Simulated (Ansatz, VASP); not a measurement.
# SiC: VASP beside Ansatz

```
Si C
1.0
     1.54742   -2.68023    0.00000
     1.54742    2.68023    0.00000
     0.00000    0.00000   15.18646
Si C
6 6
Direct
  0.16666 0.83334 0.85771
  0.83334 0.16666 0.35771
  0.50000 0.50000 0.52448
  0.50000 0.50000 0.02448
  0.83333 0.16667 0.69121
  0.16667 0.83333 0.19121
  0.50000 0.50000 0.64984
  0.50000 0.50000 0.14984
  0.16667 0.83333 0.98269
  0.83333 0.16667 0.48269
  0.83333 0.16667 0.81620
  0.16667 0.83333 0.31620
```

Alike in both runs: functional PBE; k mesh 12 × 12 × 2; occupations gaussian, width 0.02 eV; no spin polarisation.

Ansatz relaxed the structure, and its values are those at the end. VASP's run is a single point on that final structure, the one shown.

|  | VASP | Ansatz |
| --- | --- | --- |
| version | VASP 6.6.1 | Ansatz 0.2.0 |
| potentials or method | VASP PAW PBE potentials, release 64 (Si, C), cutoff 520 eV | scalar-relativistic, plane waves, PAW |
| valence electrons in the cell | 48 | 48 |

```csv
,VASP,Ansatz,Ansatz less VASP
gap on the k mesh at the Fermi level (eV),2.03,2.03,+0.002
least direct gap on the mesh (eV),3.12,3.13,+0.002
pressure (GPa),0.0,0.0,+0.05
```
